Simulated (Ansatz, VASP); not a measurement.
**HfBr in VASP and in Ansatz**

```
Hf Br
1.0
     0.00000    3.67061    3.67061
     3.67061    0.00000    3.67061
     3.67061    3.67061    0.00000
Hf Br
2 2
Direct
  0.00000 0.00000 0.00000
  0.25000 0.25000 0.25000
  0.75000 0.75000 0.75000
  0.50000 0.50000 0.50000
```

Alike in both runs: functional PBE; k mesh 4 × 4 × 4; occupations gaussian, width 0.1 eV; no spin polarisation.

Ansatz relaxed the structure, and its values are those at the end. VASP's run is a single point on that final structure, the one shown.

|  | VASP | Ansatz |
| --- | --- | --- |
| version | VASP 6.6.1 | Ansatz 0.2.0 |
| potentials or method | VASP PAW PBE potentials, release 64 (Hf_pv, Br), cutoff 520 eV | scalar-relativistic, plane waves, PAW |
| valence electrons in the cell | 34 | 66 |

Ansatz gave:

| Quantity | Value |
| --- | --- |
| gap on the k mesh at the Fermi level (eV) | none |
| pressure (GPa) | -0.3 |

**Question.** Estimate VASP's values.

**Answer.** gap on the k mesh at the Fermi level (eV): none; pressure (GPa): -0.6.

A gap of «none» marks a metal or a gap that the smearing closes. With one functional, cell and mesh, what is left measures potentials, basis and numerics. VASP's potentials hold 34 valence electrons a cell and Ansatz's 66, so a difference there can come from the potentials and not from the codes.

The k mesh is coarse, so the values compare programs but aren't converged. Spin-orbit coupling is off throughout.
